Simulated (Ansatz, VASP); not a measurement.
## Si in VASP and in Ansatz

INCAR

```
ALGO     = Normal         # electronic algorithm
EDIFF    = 1E-6           # SCF threshold, eV
ENCUT    = 520            # plane-wave cutoff, eV
ISIF     = 2              # what is computed and relaxed
ISMEAR   = -1             # smearing method
LASPH    = T              # aspherical terms in the spheres
LCHARG   = F              # write CHGCAR
LREAL    = F              # projectors in reciprocal space
LWAVE    = F              # write WAVECAR
NBANDS   = 11             # bands
NELM     = 100            # most SCF steps
PREC     = Accurate       # precision mode
SIGMA    = 0.05           # smearing width, eV
```

File KPOINTS:

```
k-points
0
Gamma
  11 11 11
```

The input POSCAR:

```
Si
1.0
   -2.4178816084      2.4178816084      1.3553360359
    2.4178816084     -2.4178816084      1.3553360359
    2.4178816084      2.4178816084     -1.3553360359
Si
2
Direct
    0.5000000000      0.5000000000      0.0000000000
    0.2500000000      0.7500000000      0.5000000000
```

input.yaml

```yaml
crystal:
  lattice:
    - [-2.4178816084, 2.4178816084, 1.3553360359]
    - [2.4178816084, -2.4178816084, 1.3553360359]
    - [2.4178816084, 2.4178816084, -1.3553360359]
  atoms:
    - { symbol: Si, position: [0.5, 0.5, 0.0] }
    - { symbol: Si, position: [0.25, 0.75, 0.5] }
hamiltonian:
  xc: lda
  pseudopotentials: { kind: paw }
kpoints:
  mp_grid: { grid: [11, 11, 11] }
scf:
  occupations: { method: fermi_dirac, width: 0.05 }
output:
  forces: true
  stress: true
  eigenvalues: true
```

Alike in both runs: task single point; functional LDA; k mesh 11 × 11 × 11; occupations fermi-dirac, width 0.05 eV; no spin polarisation.

|  | VASP | Ansatz |
| --- | --- | --- |
| version | VASP 6.6.1 | Ansatz 0.2.0 |
| potentials or method | VASP PAW LDA potentials, release 64 (Si) | Ansatz PAW |
| plane-wave cutoff (eV) | 520 | 420 |
| valence electrons in the cell | 8 | 8 |

```tsv
	VASP	Ansatz	Ansatz less VASP
gap on the k mesh at the Fermi level (eV)	none	none	-
pressure (GPa)	-6.5	-6.6	-0.05
traceless stress, the component that is largest in VASP (GPa)	-0.28	-0.29	-0.004
```

LDA's correlation is that of Perdew and Zunger in VASP and of Perdew and Wang (1992) in Ansatz. A gap of «none» marks a metal or a gap that the smearing closes.
